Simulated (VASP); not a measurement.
Write the native input for VASP 6.6.1 that does the following.

- Task: single point
- Functional: LDA
- Potentials or basis: VASP PAW LDA potentials, release 64 (Pt, Pb_d)
- Cutoff: 520 eV
- k mesh: 9 × 9 × 9
- Occupations: fermi-dirac, width 0.03 eV
- Spin: no spin polarisation
- Dipole correction: no
- Further INCAR settings: ALGO = Normal; EDIFF = 1e-07; NBANDS = 30

The structure of Pt3Pb lies in POSCAR:

```
Pt3Pb
1.0
    4.0580000000      0.0000000000      0.0000000000
    0.0000000000      4.0580000000      0.0000000000
    0.0000000000      0.0000000000      4.1391600000
Pt Pb
3 1
Direct
    0.0000000000      0.5000000000      0.5000000000
    0.5000000000      0.0000000000      0.5000000000
    0.5000000000      0.5000000000      0.0000000000
    0.0000000000      0.0000000000      0.0000000000
```

This cell differs from its parent crystal: zz strain of +2 %.

These files were run (other wordings do the same):

INCAR

```
SYSTEM = Pt3Pb
PREC = Accurate
ENCUT = 520
EDIFF = 1E-7
ISMEAR = -1
SIGMA = 0.03
LREAL = .False.
LASPH = .True.
NELM = 80
ALGO = Normal
ISIF = 2
LWAVE = .False.
LCHARG = .True.
LELF = .True.
LVHAR = .True.
NBANDS = 30
```

KPOINTS

```
Automatic mesh
0
Gamma
  9 9 9
  0 0 0
```

Potentials or basis: VASP PAW LDA potentials, release 64 (Pt, Pb_d).

Run with:

```console
$ cat potpaw_LDA.64/Pt/POTCAR potpaw_LDA.64/Pb_d/POTCAR > POTCAR
$ mpirun -np 1 vasp_std > vasp.out
```

It gave:

The pressure is -6.1 GPa and the band gap on the k mesh is zero (bands 22 and 23 overlap by 0.46 eV).

Caveat: the cell differs from its parent crystal (zz strain of +2 %); the cell stands under tension; spin-orbit coupling is left out, which moves the levels of the heavy elements.

It took 60 s on 1 thread of Intel(R) Xeon(R) 6975P-C (Granite Rapids), on a shared host, peak memory 0.25 GiB.
